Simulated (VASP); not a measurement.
AsPt, 2 atoms in the cell. The cell holds a sheet with vacuum, 2 atoms: a = 4.076 Å, b = 4.076 Å, c = 23.800 Å, α = 90.00°, β = 90.00°, γ = 120.00°. The cell was built from a structure type or drawn by symmetry, and may not be a known phase.

- Program: VASP 6.6.1
- Task: single point
- Functional: PBE
- Potentials or basis: VASP PAW PBE potentials, release 64 (As, Pt)
- Cutoff: 520 eV
- k mesh: 18 × 18 × 1
- Occupations: gaussian, width 0.1 eV
- Spin: no spin polarisation
- Dipole correction: yes
- Further INCAR settings: ALGO = Normal; EDIFF = 1e-06; NBANDS = 14

Potentials or basis: VASP PAW PBE potentials, release 64 (As, Pt).

Launch:

```console
$ cat potpaw_PBE.64/As/POTCAR potpaw_PBE.64/Pt/POTCAR > POTCAR
$ mpirun -np 1 vasp_std > vasp.out
```

Hardware: 1 thread of Intel(R) Xeon(R) Platinum 8259CL CPU @ 2.50GHz (Skylake/Cascade Lake), on a shared host.

How long does it take, and how much memory?

Wall time 5.9 min on 1 thread of Intel(R) Xeon(R) Platinum 8259CL CPU @ 2.50GHz (Skylake/Cascade Lake), with other jobs on the host, peak memory 0.55 GiB. Counts: scf iterations 20, k points 37.
